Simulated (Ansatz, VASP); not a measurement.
Two plane-wave programs on Ca

POSCAR

```
Ca
1.0
    0.0000000000      2.7835023068      2.7835023068
    2.7835023068      0.0000000000      2.7835023068
    2.7835023068      2.7835023068      0.0000000000
Ca
1
Direct
    0.0000000000      0.0000000000      0.0000000000
```

INCAR.step1

```
PREC = Accurate
ENCUT = 520
ISMEAR = 1
SIGMA = 0.01
LREAL = False
LASPH = True
NELM = 60
NBANDS = 11
GGA = PE
ALGO = Normal
EDIFF = 1E-4
LWAVE = True
LCHARG = False
```

INCAR.step2

```
PREC = Accurate
ENCUT = 520
EDIFF = 1E-6
ISMEAR = 1
SIGMA = 0.01
LREAL = False
LASPH = True
NELM = 60
ALGO = Normal
ISIF = 2
LWAVE = False
LCHARG = False
METAGGA = R2SCAN
LMIXTAU = True
NBANDS = 11
ISTART = 1
```

File KPOINTS:

```
regular mesh
0
Gamma
  10 10 10
```

Input for Ansatz:

```yaml
crystal:
  lattice:
    - [0.0, 2.7835023068, 2.7835023068]
    - [2.7835023068, 0.0, 2.7835023068]
    - [2.7835023068, 2.7835023068, 0.0]
  atoms:
    - { symbol: Ca, position: [0.0, 0.0, 0.0] }
hamiltonian:
  xc: r2scan
  pseudopotentials:
    kind: paw
    azcp:
      Ca: "pseudopotentials/Ca.paw.azcp"
basis:
  ecutwfc: 500
  fft_grid_basis: typed
kpoints:
  mp_grid: { grid: [10, 10, 10], shift: [0, 0, 0] }
magnetization:
  spin_polarized: false
scf:
  occupations: { method: methfessel_paxton, width: 0.01 }
  lower_state_search: "off"
output:
  stress: true
```

Alike in both runs: task single point; functional r2SCAN; k mesh 10 × 10 × 10; occupations methfessel-paxton of order 1, width 0.01 eV; no spin polarisation.

|  | VASP | Ansatz |
| --- | --- | --- |
| version | VASP 6.6.1 | Ansatz 0.2.0 |
| potentials or method | VASP PAW PBE potentials, release 64 (Ca_sv), cutoff 520 eV | plane waves (500 eV) with PAW, scalar-relativistic |
| valence electrons in the cell | 10 | 10 |

|  | VASP | Ansatz | Ansatz less VASP |
| --- | --- | --- | --- |
| pressure (GPa) | 0.0 | 0.0 | -0.05 |

VASP's potentials were made for PBE, not for r2SCAN.
